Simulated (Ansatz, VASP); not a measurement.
**Two plane-wave programs on InP**

File INCAR:

```
PREC = Accurate
ENCUT = 450
EDIFF = 1E-7
ISMEAR = 0
SIGMA = 0.02
LREAL = False
LASPH = True
NELM = 120
ALGO = Normal
ISIF = 2
LWAVE = False
LCHARG = False
GGA = CA
IBRION = 2
NSW = 60
EDIFFG = -0.002
GGA_COMPAT = False
NELMIN = 4
```

File KPOINTS:

```
Automatic mesh
0
Gamma
  10 10 10
```

The input POSCAR:

```
InP
1.0
    0.0000000000      2.9427410829      2.8961234024
    2.9427410829      0.0000000000      2.8961234024
    2.9427410829      2.9427410829      0.0000000000
In P
1 1
Direct
    0.0000000000      0.0000000000      0.0000000000
    0.2500000000      0.2500000000      0.2500000000
```

Input for Ansatz:

```yaml
crystal:
  lattice:
    - [0.0, 2.9427410829, 2.8961234024]
    - [2.9427410829, 0.0, 2.8961234024]
    - [2.9427410829, 2.9427410829, 0.0]
  atoms:
    - { symbol: In, position: [0.0, 0.0, 0.0] }
    - { symbol: P, position: [0.25, 0.25, 0.25] }
basis:
  ecutwfc: 420
kpoints:
  mp_grid: { grid: [10, 10, 10] }
hamiltonian:
  xc: lda
  pseudopotentials: { kind: paw }
scf:
  occupations: { method: gaussian, width: 0.02 }
output:
  forces: true
  stress: true
  eigenvalues: true
relax:
  adjacent_minimum: "off"
  f_tol: 0.002
  max_steps: 40
```

Change from the starting cell: strained cell.

Alike in both runs: task relaxation of the atoms; functional LDA; k mesh 10 × 10 × 10; occupations gaussian, width 0.02 eV; no spin polarisation.

|  | VASP | Ansatz |
| --- | --- | --- |
| version | VASP 6.6.1 | Ansatz 0.2.0 |
| potentials or method | VASP PAW LDA potentials, release 64 (In_d, P), cutoff 450 eV | scalar-relativistic, plane waves, PAW |
| valence electrons in the cell | 18 | 18 |

|  | VASP | Ansatz | Ansatz less VASP |
| --- | --- | --- | --- |
| gap on the k mesh at the Fermi level, each at its own relaxed structure (eV) | 0.48 | 0.45 | -0.029 |

LDA's correlation is that of Perdew and Zunger in VASP and of Perdew and Wang (1992) in Ansatz. Ansatz's warnings: stress scf threshold loose.

Noted on VASP's run: the relaxation stopped at its first step, so nothing moved.
